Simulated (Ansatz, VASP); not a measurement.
# One calculation of Ag, two programs

INCAR

```
SYSTEM = Ag
ALGO = Fast
EDIFF = 1E-6
ENCUT = 520
ISIF = 2
ISMEAR = 1
LASPH = .TRUE.
LCHARG = .TRUE.
LELF = .TRUE.
LREAL = .FALSE.
LVHAR = .TRUE.
LWAVE = .FALSE.
NBANDS = 18
NELM = 60
PREC = Accurate
SIGMA = 0.1
```

The input KPOINTS:

```
k-points
0
G
  24 24 12
  0 0 0
```

POSCAR

```
Ag
1.0
    2.8383750075      0.0000000000      0.0000000000
   -1.4191875037      2.4581048619      0.0000000000
    0.0000000000      0.0000000000      5.1042347141
Ag
2
Direct
    0.3333333333      0.6666666667      0.2500000000
    0.6666666667      0.3333333333      0.7500000000
```

Input for Ansatz:

```yaml
crystal:
  lattice:
    - [2.8383750075, 0.0, 0.0]
    - [-1.4191875037, 2.4581048619, 0.0]
    - [0.0, 0.0, 5.1042347141]
  atoms:
    - { symbol: Ag, position: [0.3333333333, 0.6666666667, 0.25] }
    - { symbol: Ag, position: [0.6666666667, 0.3333333333, 0.75] }
basis:
  ecutwfc: 420
kpoints:
  mp_grid: { grid: [24, 24, 12] }
hamiltonian:
  xc: lda
scf:
  occupations: { method: methfessel_paxton, width: 0.1 }
output:
  forces: true
  stress: true
  eigenvalues: true
```

Alike in both runs: task single point; functional LDA; k mesh 24 × 24 × 12; occupations methfessel-paxton of order 1, width 0.1 eV; no spin polarisation.

```csv
,VASP,Ansatz
version,VASP 6.6.1,Ansatz 0.2.0
potentials or method,"VASP PAW LDA potentials, release 64 (Ag), cutoff 520 eV","scalar-relativistic, plane waves, PAW"
valence electrons in the cell,22,38
```

Ansatz gave:

```
gap on the k mesh at the Fermi level (eV)                     : none
pressure (GPa)                                                : -9.6
traceless stress, the component that is largest in VASP (GPa) : -4.65
```

Q: What did VASP give for the same quantities?

A: gap on the k mesh at the Fermi level (eV): none; pressure (GPa): -9.5; traceless stress, the component that is largest in VASP (GPa): -4.70.

LDA's correlation is that of Perdew and Zunger in VASP and of Perdew and Wang (1992) in Ansatz. A gap of «none» marks a metal or a gap that the smearing closes. VASP's potentials hold 22 valence electrons a cell and Ansatz's 38, so a difference there can come from the potentials and not from the codes.
